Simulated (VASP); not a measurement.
Input of a VASP 6.6.1 run:

INCAR

```
SYSTEM = GaP4
ALGO = Normal
EDIFF = 1E-6
EDIFFG = -0.04
ENCUT = 600
GGA = PE
IBRION = 2
ISIF = 3
ISMEAR = 0
LASPH = .TRUE.
LCHARG = .FALSE.
LREAL = .FALSE.
LWAVE = .FALSE.
NELM = 80
NSW = 90
PREC = Accurate
SIGMA = 0.1
```

Contents of KPOINTS:

```
k-points
0
G
  4 4 4
  0 0 0
```

The input POSCAR:

```
GaP4
1.0
    4.8320610900      0.0000000000      0.0000000000
    0.0000000000      4.8320610900      0.0000000000
    0.0000000000      0.0000000000      4.3112588300
Ga P
1 4
Direct
    0.0000000000      0.0000000000      0.0000000000
    0.7935509600      0.5000000000      0.0000000000
    0.2064490400      0.5000000000      0.0000000000
    0.5000000000      0.7935509600      0.0000000000
    0.5000000000      0.2064490400      0.0000000000
```

Potentials or basis: VASP PAW PBE potentials, release 64 (Ga_d, P).

Run with:

```bash
$ cat potpaw_PBE.64/Ga_d/POTCAR potpaw_PBE.64/P/POTCAR > POTCAR
$ mpirun -np 1 vasp_std > vasp.out
```

Task: What does it give for the space group after relaxing (to 0.05 Å)?

Result: P4/mmm (No. 123).

Task: Predict the relaxed volume.

Result: 24.24 Å³/atom.

Task: What does it give for the relaxed cell?

Result: a = 5.493 Å, b = 5.493 Å, c = 4.017 Å, α = 90.00°, β = 90.00°, γ = 90.00°.

The path:
| step | energy change (eV) | largest force (eV/Å) | pressure (GPa) | volume (Å³) |
| --- | --- | --- | --- | --- |
| 1 | 0.0000 | 1.1836 | 26.66 | 100.66 |
| 2 | -1.7067 | 0.9343 | -7.06 | 155.12 |
| 3 | -2.6706 | 0.2956 | 0.77 | 128.16 |
| 4 | -2.6758 | 0.2141 | -0.50 | 130.66 |
| 5 | -2.6773 | 0.2436 | -0.08 | 129.85 |
| 6 | -2.6884 | 0.1813 | -0.29 | 129.67 |
| 7 | -2.6931 | 0.0515 | -0.37 | 129.52 |
| 8 | -2.6936 | 0.0031 | -0.39 | 129.46 |
| 9 | -2.6948 | 0.0604 | 0.03 | 128.08 |
| 10 | -2.6949 | 0.0488 | -0.04 | 128.35 |
| 11 | -2.6962 | 0.0326 | -0.03 | 127.73 |
| 12 | -2.6992 | 0.0337 | 0.07 | 125.85 |
| 13 | -2.6977 | 0.1861 | 0.39 | 122.13 |
| 14 | -2.7000 | 0.0927 | 0.17 | 124.51 |
| 15 | -2.7008 | 0.0919 | 0.12 | 124.28 |
| 16 | -2.7022 | 0.0903 | -0.02 | 123.57 |
| 17 | -2.7020 | 0.0979 | -0.31 | 122.14 |
| 18 | -2.7026 | 0.0914 | -0.17 | 122.84 |
| 19 | -2.7034 | 0.0672 | -0.12 | 122.42 |
| 20 | -2.7047 | 0.0125 | 0.03 | 121.21 |

Caveat: the k points lie up to 0.39 Å⁻¹ apart in the final cell; the volume moved by over 15 % at a fixed basis, so the end points are rough.
